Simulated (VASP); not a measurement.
# V: single point with PBEsol

V:

```
V
1.0
    -1.47920    1.47920    1.47920
     1.47920   -1.47920    1.47920
     2.95840    2.95840   -2.95840
V
2
Direct
  0.00000 0.00000 0.00000
  0.00000 0.00000 0.50000
```

| Item | Value |
| --- | --- |
| Program | VASP 6.6.1 |
| Task | single point |
| Functional | PBEsol |
| Potentials or basis | VASP PAW PBE potentials, release 64 (V_sv) |
| Cutoff | 520 eV |
| k mesh | 20 × 20 × 10 |
| Occupations | gaussian, width 0.05 eV |
| Spin | collinear spin, antiferromagnetic start |
| Starting moments | [1.0, -1.0] μB |

```
Pressure                                              : 0.3 GPa
Band gap on the k mesh                                : zero (filled and empty bands overlap)
Net moment                                            : 0.00 μB per cell
Valence electrons inside the program's atomic spheres : V 11.73
```

Levels at points of the mesh, in eV from the Fermi level:
Spin up:
```
           k point  band 9  band 10  band 11  band 12  band 13  band 14  band 15  band 16  band 17  band 18
(0.00, 0.00, 0.00)   -6.67    -3.31    -1.20     0.43     0.43     0.43     1.81     2.54     2.54     2.55
(0.50, 0.00, 0.00)   -3.31    -3.31    -1.20    -1.20     1.81     1.81     2.55     2.55     2.93     2.93
(0.50, 0.50, 0.00)   -3.31    -3.18    -3.18    -1.20     1.81     2.55     2.93     3.95     3.95     3.95
(0.00, 0.00, 0.50)   -4.47    -4.47    -0.45    -0.45    -0.02    -0.02     2.15     2.15     2.20     2.20
(0.50, 0.00, 0.50)   -2.22    -2.22    -1.21    -1.21    -0.47    -0.47     2.32     2.32     3.05     3.05
(0.50, 0.50, 0.50)   -2.38    -2.38    -1.67    -1.67     0.80     0.80     1.66     1.66     4.16     4.16
```
Spin down:
| k point | band 11 | band 12 | band 13 | band 14 | band 15 | band 16 |
| --- | --- | --- | --- | --- | --- | --- |
| (0.00, 0.00, 0.00) | -1.20 | 0.43 | 0.43 | 0.43 | 1.81 | 2.54 |
| (0.50, 0.00, 0.00) | -1.20 | -1.20 | 1.81 | 1.81 | 2.55 | 2.55 |
| (0.50, 0.50, 0.00) | -3.18 | -1.20 | 1.81 | 2.55 | 2.93 | 3.95 |
| (0.00, 0.00, 0.50) | -0.45 | -0.45 | -0.02 | -0.02 | 2.15 | 2.15 |
| (0.50, 0.00, 0.50) | -1.21 | -1.21 | -0.47 | -0.47 | 2.32 | 2.32 |
| (0.50, 0.50, 0.50) | -1.67 | -1.67 | 0.80 | 0.80 | 1.66 | 1.66 |

Wall time 11 min on 1 thread of Oxide Virtual Turin-like Processor, with other jobs on the host, peak memory 0.52 GiB.

Caveat: the moments typed at the start vanished in this run; the PAW data sets were made with another functional, which shifts forces and pressure a little.
